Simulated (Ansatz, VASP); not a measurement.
## GaB: VASP beside Ansatz

File INCAR:

```
SYSTEM = GaB
PREC = Accurate
ENCUT = 520
EDIFF = 1E-8
ISMEAR = -1
SIGMA = 0.05
LREAL = .FALSE.
LASPH = .TRUE.
NELM = 60
ALGO = Normal
ISIF = 2
LWAVE = .FALSE.
LCHARG = .FALSE.
GGA = PE
LEFG = .TRUE.
NBANDS = 15
```

File KPOINTS:

```
regular mesh
0
G
  10 10 8
  0 0 0
```

File POSCAR:

```
GaB
1.0
    2.7182400000      0.0000000000      0.0000000000
    0.0000000000      2.7182400000      0.0000000000
    0.0000000000      0.0000000000      3.2362100000
Ga B
1 1
Direct
    0.5000000000      0.5000000000      0.5000000000
    0.0000000000      0.0000000000      0.0000000000
```

Contents of input.yaml:

```yaml
crystal:
  lattice:
    - [2.71824, 0.0, 0.0]
    - [0.0, 2.71824, 0.0]
    - [0.0, 0.0, 3.23621]
  atoms:
    - { symbol: Ga, position: [0.5, 0.5, 0.5] }
    - { symbol: B, position: [0.0, 0.0, 0.0] }
kpoints:
  mp_grid: { grid: [10, 10, 8] }
scf:
  occupations: { method: fermi_dirac, width: 0.05 }
hamiltonian:
  xc: pbe
  pseudopotentials: { kind: all_electron, datasets: crystal }
output:
  forces: true
  stress: true
  eigenvalues: true
  efg: {}
  elf: true
  volumetric_format: npy
```

Alike in both runs: task electric field gradients; functional PBE; k mesh 10 × 10 × 8; occupations fermi-dirac, width 0.05 eV; no spin polarisation.

```csv
,VASP,Ansatz
version,VASP 6.6.1,Ansatz 0.2.0
potentials or method,"VASP PAW PBE potentials, release 64 (Ga_d, B), cutoff 520 eV",all-electron PAW datasets made for the crystal
```

```tsv
	VASP	Ansatz	Ansatz less VASP
gap on the k mesh at the Fermi level (eV)	none	none	-
pressure (GPa)	0.1	0.0	-0.14
traceless stress, the component that is largest in VASP (GPa)	-0.56	-0.54	+0.019
size of Vzz on the site where it differs most (V/Å²)	5.9	9.0	+3.03
```

A gap of «none» marks a metal or a gap that the smearing closes. Ansatz ran all-electron here, and VASP with PAW potentials.
